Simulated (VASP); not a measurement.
A run of VASP 6.6.1:

The input INCAR:

```
PREC = Accurate
ENCUT = 600
EDIFF = 1E-6
ISMEAR = 0
SIGMA = 0.1
LREAL = F
LASPH = T
NELM = 100
ALGO = Fast
ISIF = 3
LWAVE = F
LCHARG = F
GGA = PE
IBRION = 2
NSW = 100
EDIFFG = -0.01
```

File KPOINTS:

```
Automatic mesh
0
Gamma
  16 16 12
```

POSCAR

```
AgBi
1.0
    3.4249105377      0.0000000000      0.0000000000
    0.0000000000      3.4249105377      0.0000000000
    0.0000000000      0.0000000000      4.4890791691
Ag Bi
1 1
Direct
    0.5000000000      0.5000000000      0.5000000000
    0.0000000000      0.0000000000      0.0000000000
```

Potentials or basis: VASP PAW PBE potentials, release 64 (Ag, Bi_d).

The run is started by

```sh
$ cat potpaw_PBE.64/Ag/POTCAR potpaw_PBE.64/Bi_d/POTCAR > POTCAR
$ mpirun -np 1 vasp_std > vasp.out
```

Hardware: 1 thread of Oxide Virtual Turin-like Processor, with other jobs on the host.

Task: How long does it take, and how much memory?

Result: Run time: 35 min on 1 thread of Oxide Virtual Turin-like Processor, on a shared host, peak memory 0.45 GiB. Counts: scf iterations 63, k points 315, ion steps 8.
